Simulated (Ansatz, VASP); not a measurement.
One calculation of HfN, two programs

INCAR

```
PREC     = Accurate       # precision mode
ENCUT    = 520            # plane-wave cutoff, eV
EDIFF    = 1E-6           # SCF threshold, eV
ISMEAR   = 0              # smearing method
SIGMA    = 0.15           # smearing width, eV
LREAL    = False          # projectors in reciprocal space
LASPH    = True           # aspherical terms in the spheres
NELM     = 80             # most SCF steps
ALGO     = Normal         # electronic algorithm
ISIF     = 2              # what is computed and relaxed
LWAVE    = False          # write WAVECAR
LCHARG   = True           # write CHGCAR
GGA      = PS             # functional
LELF     = True           # ELF
LVHAR    = True         
NBANDS   = 14             # bands
```

KPOINTS

```
Automatic mesh
0
Gamma
  18 18 18
```

File POSCAR:

```
HfN
1.0
    0.0000000000      2.3493600000      2.3493600000
    2.3493600000      0.0000000000      2.3493600000
    2.3493600000      2.3493600000      0.0000000000
Hf N
1 1
Direct
    0.0000000000      0.0000000000      0.0000000000
    0.5000000000      0.5000000000      0.5000000000
```

Input for Ansatz:

```yaml
crystal:
  lattice:
    - [0.0, 2.34936, 2.34936]
    - [2.34936, 0.0, 2.34936]
    - [2.34936, 2.34936, 0.0]
  atoms:
    - { symbol: Hf, position: [0.0, 0.0, 0.0] }
    - { symbol: "N", position: [0.5, 0.5, 0.5] }
basis:
  ecutwfc: 420
kpoints:
  mp_grid: { grid: [18, 18, 18] }
hamiltonian:
  xc: pbesol
scf:
  occupations: { method: gaussian, width: 0.15 }
output:
  forces: true
  stress: true
  eigenvalues: true
```

Change from the starting cell: strain +0.040 along x and y, +0.040 along z, atoms carried along.

Alike in both runs: task single point; functional PBEsol; k mesh 18 × 18 × 18; occupations gaussian, width 0.15 eV; no spin polarisation.

|  | VASP | Ansatz |
| --- | --- | --- |
| version | VASP 6.6.1 | Ansatz 0.2.0 |
| potentials or method | VASP PAW PBE potentials, release 64 (Hf_pv, N), cutoff 520 eV | scalar-relativistic, plane waves, PAW |
| valence electrons in the cell | 15 | 31 |

```tsv
	VASP	Ansatz	Ansatz less VASP
gap on the k mesh at the Fermi level (eV)	none	none	-
pressure (GPa)	-29.5	-27.7	+1.81
```

VASP's potentials were made for PBE, not for PBEsol. A gap of «none» marks a metal or a gap that the smearing closes. VASP's potentials hold 15 valence electrons a cell and Ansatz's 31, so a difference there can come from the potentials and not from the codes.

Spin-orbit coupling is off throughout.
